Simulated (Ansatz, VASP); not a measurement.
## Two plane-wave programs on LiW

```
CELL_PARAMETERS angstrom
1.51168 -2.16791 0.00000
1.51168 2.16791 0.00000
0.00000 0.00000 4.20842
ATOMIC_POSITIONS crystal
Li 0.50000 0.50000 0.50000
W 0.00000 0.00000 0.00000
```

Change from the starting cell: species swapped into the TaRe type (Cmmm, No. 65).

Alike in both runs: task relaxation of cell and atoms; functional PBE; k mesh 8 × 8 × 4; occupations gaussian, width 0.1 eV; no spin polarisation.

```csv
,VASP,Ansatz
version,VASP 6.6.1,Ansatz 0.2.0
potentials or method,"VASP PAW PBE potentials, release 64 (Li_sv, W_sv), cutoff 750 eV","scalar-relativistic, plane waves, PAW"
valence electrons in the cell,17,17
```

Ansatz gave:

| Item | Value |
| --- | --- |
| gap on the k mesh at the Fermi level, each at its own relaxed structure (eV) | none |
| relaxed volume (Å³/atom) | 15.81 |
| relaxed cell length with the largest relative difference (Å) | 4.990 |

Task: What did VASP give for the same quantities?

Result: gap on the k mesh at the Fermi level, each at its own relaxed structure (eV): none; relaxed volume (Å³/atom): 15.82; relaxed cell length with the largest relative difference (Å): 4.986.

A gap of «none» marks a metal or a gap that the smearing closes.

The k mesh is coarse, so the values compare programs but aren't converged. Neither program's run includes spin-orbit coupling.
